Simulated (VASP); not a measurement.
GaAs, 2 atoms in the cell. Symmetry: F-43m, No. 216, cubic system. The conventional cell has a = 5.603 Å, b = 5.603 Å, c = 5.603 Å, α = 90.00°, β = 90.00°, γ = 90.00°. Within 3.2 Å of Ga (site symmetry -43m) lie 4 As at 2.43 Å. Within 3.2 Å of As (site symmetry -43m) lie 4 Ga at 2.43 Å. 

| Quantity | Value |
| --- | --- |
| Program | VASP 6.6.1 |
| Task | single point |
| Functional | LDA |
| Potentials or basis | VASP PAW LDA potentials, release 64 (Ga_d, As) |
| Cutoff | 500 eV |
| k mesh | 12 × 12 × 12 |
| Occupations | gaussian, width 0.1 eV |
| Spin | no spin polarisation |
| Dipole correction | no |
| Further INCAR settings | ALGO = Normal; EDIFF = 1e-06; NBANDS = 16 |

Potentials or basis: VASP PAW LDA potentials, release 64 (Ga_d, As).

Launch:

```sh
$ cat potpaw_LDA.64/Ga_d/POTCAR potpaw_LDA.64/As/POTCAR > POTCAR
$ mpirun -np 1 vasp_std > vasp.out
```

Hardware: 1 thread of Intel Xeon 8259CL (shared host).

Question: How long does it take, and how much memory?

Answer: It took 67 s on 1 thread of Intel Xeon 8259CL, with other jobs on the host, peak memory 0.18 GiB. Counts: scf iterations 12, k points 72.
